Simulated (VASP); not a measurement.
# NaF (Fm-3m) in VASP: further runs

NaF is run at these levels: r2SCAN; tasks: single point, relaxation of cell and atoms.

Program: VASP 6.6.1. These are calculated values, not measurements. Logs are shortened: lines on timing, memory, paths and dates and some standing lists are left out, and cuts for length are marked.

### Step 1. The cell of the first run

It takes space group Fm-3m (No. 225, cubic). The conventional cell has a = 4.640 Å, b = 4.640 Å, c = 4.640 Å, α = 90.00°, β = 90.00°, γ = 90.00°. Within 3.1 Å of Na (site symmetry m-3m) lie 6 F at 2.32 Å. Within 3.1 Å of F (site symmetry m-3m) lie 6 Na at 2.32 Å.

### Step 2. Single point, r2SCAN

File POSCAR:

```
NaF
1.0
    0.0000000000      2.3200000000      2.3200000000
    2.3200000000      0.0000000000      2.3200000000
    2.3200000000      2.3200000000      0.0000000000
Na F
1 1
Direct
    0.0000000000      0.0000000000      0.0000000000
    0.5000000000      0.5000000000      0.5000000000
```

File INCAR.step1:

```
SYSTEM = NaF
PREC = Accurate
ENCUT = 520
ISMEAR = 0
SIGMA = 0.1
LREAL = .False.
LASPH = .True.
NELM = 60
NBANDS = 14
GGA = PE
ALGO = Normal
EDIFF = 1E-4
LWAVE = .True.
LCHARG = .False.
```

File INCAR.step2:

```
SYSTEM = NaF
PREC = Accurate
ENCUT = 520
EDIFF = 1E-6
ISMEAR = 0
SIGMA = 0.1
LREAL = .False.
LASPH = .True.
NELM = 60
ALGO = Normal
ISIF = 2
LWAVE = .False.
LCHARG = .True.
METAGGA = R2SCAN
LMIXTAU = .True.
LELF = .True.
LVHAR = .True.
NBANDS = 14
ISTART = 1
```

File KPOINTS:

```
Automatic mesh
0
Gamma
  6 6 6
  0 0 0
```

Potentials or basis: VASP PAW PBE potentials, release 64 (Na_pv, F).

The run is started by

```console
$ cat potpaw_PBE.64/Na_pv/POTCAR potpaw_PBE.64/F/POTCAR > POTCAR
$ cp INCAR.step1 INCAR
$ mpirun -np 1 vasp_std > vasp.out
$ cp INCAR.step2 INCAR
$ mpirun -np 1 vasp_std > vasp.out
```

OUTCAR:

```text
SYSTEM = NaF
   PREC = Accurate
   ENCUT = 520
   EDIFF = 1E-6
   ISMEAR = 0
   LREAL = .False.
   LASPH = .True.
   NELM = 60
   ISIF = 2
   METAGGA = R2SCAN
   ISTART = 1

 ion  position               nearest neighbor table
   1  0.000  0.000  0.000-   2 2.32   2 2.32   2 2.32   2 2.32   2 2.32   2 2.32
   2  0.500  0.500  0.500-   1 2.32   1 2.32   1 2.32   1 2.32   1 2.32   1 2.32

  LATTYP: Found a face centered cubic cell.
 ALAT       =     4.6400000000

  Lattice vectors:

 A1 = (   0.0000000000,   2.3200000000,   2.3200000000)
 A2 = (   2.3200000000,   0.0000000000,   2.3200000000)
 A3 = (   2.3200000000,   2.3200000000,   0.0000000000)

Analysis of symmetry for initial positions (statically):
=====================================================================
 Subroutine PRICEL returns:
 Original cell was already a primitive cell.

 Routine SETGRP: Setting up the symmetry group for a
 face centered cubic supercell.

 Subroutine GETGRP returns: Found 48 space group operations
 (whereof 48 operations were pure point group operations)
 out of a pool of 48 trial point group operations.

The static configuration has the point symmetry O_h .

Analysis of symmetry for dynamics (positions and initial velocities):
=====================================================================
 Subroutine PRICEL returns:
 Original cell was already a primitive cell.

 Routine SETGRP: Setting up the symmetry group for a
 face centered cubic supercell.

 Subroutine GETGRP returns: Found 48 space group operations
 (whereof 48 operations were pure point group operations)
 out of a pool of 48 trial point group operations.

The dynamic configuration has the point symmetry O_h .

 Subroutine INISYM returns: Found 48 space group operations
 (whereof 48 operations are pure point group operations),
 and found     1 'primitive' translations

----------------------------------------------------------------------------------------

                                     Primitive cell

  volume of cell :      24.9743

  direct lattice vectors                    reciprocal lattice vectors
     0.000000000  2.320000000  2.320000000    -0.215517241  0.215517241  0.215517241
     2.320000000  0.000000000  2.320000000     0.215517241 -0.215517241  0.215517241
     2.320000000  2.320000000  0.000000000     0.215517241  0.215517241 -0.215517241

  length of vectors
     3.280975465  3.280975465  3.280975465     0.373286812  0.373286812  0.373286812

  position of ions in fractional coordinates (direct lattice)
     0.000000000  0.000000000  0.000000000
     0.500000000  0.500000000  0.500000000

  ion indices of the primitive-cell ions
   primitive index   ion index
                 1           1
                 2           2

----------------------------------------------------------------------------------------

 KPOINTS: Automatic mesh

Automatic generation of k-mesh.
 Grid dimensions read from file:
 generate k-points for:    6    6    6

 Generating k-lattice:

  Cartesian coordinates                     Fractional coordinates (reciprocal lattice)
    -0.035919540  0.035919540  0.035919540     0.166666667  0.000000000  0.000000000
     0.035919540 -0.035919540  0.035919540     0.000000000  0.166666667  0.000000000
     0.035919540  0.035919540 -0.035919540     0.000000000  0.000000000  0.166666667

  Length of vectors
     0.062214469  0.062214469  0.062214469

  Shift w.r.t. Gamma in fractional coordinates (k-lattice)
     0.000000000  0.000000000  0.000000000

 Subroutine IBZKPT returns following result:
 ===========================================

 Found     16 irreducible k-points:

 Following reciprocal coordinates:
            Coordinates               Weight
  0.000000  0.000000  0.000000      1.000000
  0.166667  0.000000  0.000000      8.000000
  0.333333  0.000000  0.000000      8.000000
  0.500000  0.000000  0.000000      4.000000
  0.166667  0.166667  0.000000      6.000000
  0.333333  0.166667  0.000000     24.000000
[... 8 lines left out ...]
 -0.333333  0.333333  0.166667     24.000000
 -0.333333  0.500000  0.166667     12.000000
   k-points           NKPTS =     16   k-points in BZ     NKDIM =     16   number of bands    NBANDS=     14
   number of dos      NEDOS =    301   number of ions     NIONS =      2
   total plane-waves  NPLWV =  13824
   dimension x,y,z NGX =    24 NGY =   24 NGZ =   24
   dimension x,y,z NGXF=    48 NGYF=   48 NGZF=   48
   ions per type =               1   1
   NGX,Y,Z   is equivalent  to a cutoff of  12.16, 12.16, 12.16 a.u.
   NGXF,Y,Z  is equivalent  to a cutoff of  24.32, 24.32, 24.32 a.u.
 SYSTEM =  NaF
   PREC   = accura    normal or accurate (medium, high low for compatibility)
   ISTART =      1    job   : 0-new  1-cont  2-samecut
   ICHARG =      0    charge: 1-file 2-atom 10-const
   ISPIN  =      1    spin polarized calculation?
   LNONCOLLINEAR =      F non collinear calculations
   LSORBIT =      F    spin-orbit coupling
   LASPH  =      T    aspherical Exc in radial PAW
   ENCUT  =  520.0 eV  38.22 Ry    6.18 a.u.   6.10  6.10  6.10*2*pi/ulx,y,z
   NELM   =     60;   NELMIN=  2; NELMDL=  0     # of ELM steps
   EDIFF  = 0.1E-05   stopping-criterion for ELM
   LREAL  =      F    real-space projection
   EDIFFG = 0.1E-04   stopping-criterion for IOM
   NSW    =      0    number of steps for IOM
   IBRION =     -1    ionic relax: 0-MD 1-quasi-New 2-CG
   NFREE  =      0    steps in history (QN), initial steepest desc. (CG)
   ISIF   =      2    stress and relaxation
   ISYM   =      2    0-nonsym 1-usesym 2-fastsym
   POTIM  = 0.5000    time-step for ionic-motion
   TEBEG  =    0.0;   TEEND  =   0.0 temperature during run
   PSTRESS=    0.0 pullay stress
   NELECT =      14.0000    total number of electrons
   NUPDOWN=      -1.0000    fix difference up-down
   EMIN   =  10.00;   EMAX   =-10.00  energy-range for DOS
   EFERMI =   0.00;   METHOD = LEGACY
   ISMEAR =     0;   SIGMA  =   0.10  broadening in eV -4-tet -1-fermi 0-gaus
   EFERMI_NEDOS =   21; number of points for ismear=-14 and -15
   IALGO  =     38    algorithm
   IMIX   =      4    mixing-type and parameters
     AMIX     =   0.40;   BMIX     =  1.00
     AMIX_MAG =   1.60;   BMIX_MAG =  1.00
  volume/ion in A,a.u.               =      12.49        84.27
  Fermi-wavevector in a.u.,A,eV,Ry     =   1.349852  2.550851 24.791186  1.822101
  Thomas-Fermi vector in A             =   2.477405
   LORBIT       =      0    0 simple, 1 ext, 2 COOP (PROOUT), +10 PAW based schemes
   METAGGA = R2SCAN    functional components
   LHFCALC =     F    Hartree Fock is set to
   AEXX    =    0.0000 exact exchange contribution
   IVDW    =     0    specifies the selected vdW correction
   LEPSILON=     F    determine dielectric tensor
   LRPA    =     F    only Hartree local field effects (RPA)
 non-spin polarized calculation
 Gauss-broadening in eV      SIGMA  =   0.10
  energy-cutoff  :      520.00
  volume of cell :       24.97
 maximum number of plane-waves:       692
   NGX = 13   NGY = 13   NGZ = 13

 number of electron      13.9999982 magnetization

 Free energy of the ion-electron system (eV)
  ---------------------------------------------------
  ext. energy  EPLUGINS =         0.00000000
  ---------------------------------------------------
  free energy    TOTEN  =       -12.59695990 eV

  energy without entropy =      -12.59695990  energy(sigma->0) =      -12.59695990

 E-fermi :  -2.2514     XC(G=0):  -9.7539

 val. band max:       -2.7413563829   @ k =   0.0000   0.0000   0.0000
 cond. band min:       4.4081402126   @ k =   0.0000   0.0000   0.0000
 fundamental gap:      7.1494965955
 Fermi energy:        -2.2513969769

 k-point     1 :       0.0000    0.0000    0.0000
  band No.  band energies     occupation
      1     -23.0305      2.00000
      2     -22.2533      2.00000
      3     -22.2527      2.00000
      4     -22.2527      2.00000
      5      -2.7414      2.00000
      6      -2.7414      2.00000
      7      -2.7414      2.00000
      8       4.4081      0.00000
      9      17.0134      0.00000
     10      17.0134      0.00000
     11      17.0134      0.00000
     12      19.6512      0.00000
     13      22.2683      0.00000
     14      22.2683      0.00000

 k-point     2 :       0.1667    0.0000    0.0000
  band No.  band energies     occupation
      1     -23.1628      2.00000
      2     -22.2559      2.00000
      3     -22.2555      2.00000
      4     -22.0885      2.00000
      5      -3.2024      2.00000
      6      -2.8082      2.00000
      7      -2.8081      2.00000
      8       5.3270      0.00000
      9      14.5036      0.00000
     10      17.4721      0.00000
     11      17.4722      0.00000
     12      21.5634      0.00000
     13      21.5635      0.00000
     14      22.4592      0.00000

 k-point     3 :       0.3333    0.0000    0.0000
  band No.  band energies     occupation
      1     -23.3449      2.00000
      2     -22.2614      2.00000
      3     -22.2609      2.00000
      4     -21.8402      2.00000
      5      -3.9579      2.00000
      6      -2.9391      2.00000
      7      -2.9391      2.00000
      8       7.3229      0.00000
      9      12.0664      0.00000
     10      18.3350      0.00000
     11      18.3359      0.00000
     12      20.9946      0.00000
     13      20.9951      0.00000
     14      22.5144      0.00000

 k-point     4 :       0.5000    0.0000    0.0000
  band No.  band energies     occupation
      1     -23.4162      2.00000
      2     -22.2640      2.00000
      3     -22.2635      2.00000
      4     -21.7351      2.00000
      5      -4.2833      2.00000
      6      -3.0033      2.00000
      7      -3.0033      2.00000
      8       8.8597      0.00000
      9      10.6375      0.00000
     10      18.6247      0.00000
     11      18.6260      0.00000
     12      21.1049      0.00000
     13      21.1060      0.00000
     14      22.0903      0.00000

 k-point     5 :       0.1667    0.1667    0.0000
  band No.  band energies     occupation
      1     -23.1526      2.00000
      2     -22.2653      2.00000
      3     -22.2649      2.00000
      4     -22.0797      2.00000
      5      -3.2599      2.00000
      6      -2.8502      2.00000
      7      -2.8502      2.00000
      8       5.6132      0.00000
      9      14.2122      0.00000
     10      17.3842      0.00000
     11      17.3843      0.00000
[... 140 lines left out ...]
 k-point    14 :       0.5000    0.3333    0.1667
  band No.  band energies     occupation
      1     -23.1955      2.00000
      2     -22.3078      2.00000
      3     -22.2839      2.00000
      4     -21.9466      2.00000
      5      -3.8823      2.00000
      6      -3.2588      2.00000
      7      -3.0782      2.00000
      8       8.9181      0.00000
      9      11.7363      0.00000
     10      15.5094      0.00000
     11      17.1591      0.00000
     12      19.6385      0.00000
     13      22.5997      0.00000
     14      25.5785      0.00000

 k-point    15 :      -0.3333    0.3333    0.1667
  band No.  band energies     occupation
      1     -23.1702      2.00000
      2     -22.3230      2.00000
      3     -22.3022      2.00000
      4     -21.9386      2.00000
      5      -3.8475      2.00000
      6      -3.4610      2.00000
      7      -3.1536      2.00000
      8      10.4702      0.00000
      9      11.0210      0.00000
     10      14.6587      0.00000
     11      16.3512      0.00000
     12      20.9818      0.00000
     13      21.6350      0.00000
     14      26.4239      0.00000

 k-point    16 :      -0.3333    0.5000    0.1667
  band No.  band energies     occupation
      1     -23.0081      2.00000
      2     -22.3625      2.00000
      3     -22.3222      2.00000
      4     -22.0674      2.00000
      5      -3.8060      2.00000
      6      -3.3807      2.00000
      7      -3.2634      2.00000
      8      11.2233      0.00000
      9      11.2772      0.00000
     10      13.0851      0.00000
     11      16.1484      0.00000
     12      19.8891      0.00000
     13      24.3718      0.00000
     14      24.4962      0.00000

------------------------ aborting loop because EDIFF is reached ----------------------------------------

  FORCE on cell =-STRESS in cart. coord.  units (eV):
  Direction    XX          YY          ZZ          XY          YZ          ZX
  --------------------------------------------------------------------------------------
  -------------------------------------------------------------------------------------
  Total       -0.3133491     -0.3133491     -0.3133491      0.0000000      0.0000000      0.0000000
  in kB      -20.1022673    -20.1022673    -20.1022673      0.0000000      0.0000000      0.0000000
  external PRESSURE =     -20.1022673 kB  Pullay stress =       0.0000000 kB

 VOLUME and BASIS-vectors are now :
 -----------------------------------------------------------------------------
  energy-cutoff  :      520.00
  volume of cell :       24.97
      direct lattice vectors                 reciprocal lattice vectors
     0.000000000  2.320000000  2.320000000    -0.215517241  0.215517241  0.215517241
     2.320000000  0.000000000  2.320000000     0.215517241 -0.215517241  0.215517241
     2.320000000  2.320000000  0.000000000     0.215517241  0.215517241 -0.215517241

 POSITION                                       TOTAL-FORCE (eV/Angst)
 -----------------------------------------------------------------------------------
      0.00000      0.00000      0.00000        -0.000000     -0.000000     -0.000000
      2.32000      2.32000      2.32000         0.000000      0.000000      0.000000
 -----------------------------------------------------------------------------------
    total drift:                                0.000000     -0.000000      0.000000

  FREE ENERGIE OF THE ION-ELECTRON SYSTEM (eV)
  ---------------------------------------------------
  free  energy   TOTEN  =       -12.5969599026 eV

  energy  without entropy=      -12.5969599026  energy(sigma->0) =      -12.59695990
```

Run time: 41 s. Hardware: 1 thread of AMD EPYC 7R43 (Zen 3), shared host; peak memory 0.1 GiB.

Results:

```yaml
Free_energy: -12.5970 eV
Pressure: -2.0 GPa
Band_gap_on_the_k_mesh: 7.15 eV, direct
```

Caveat: the PAW data sets were made with another functional, which shifts forces and pressure a little.

[end of part 1 of 2]
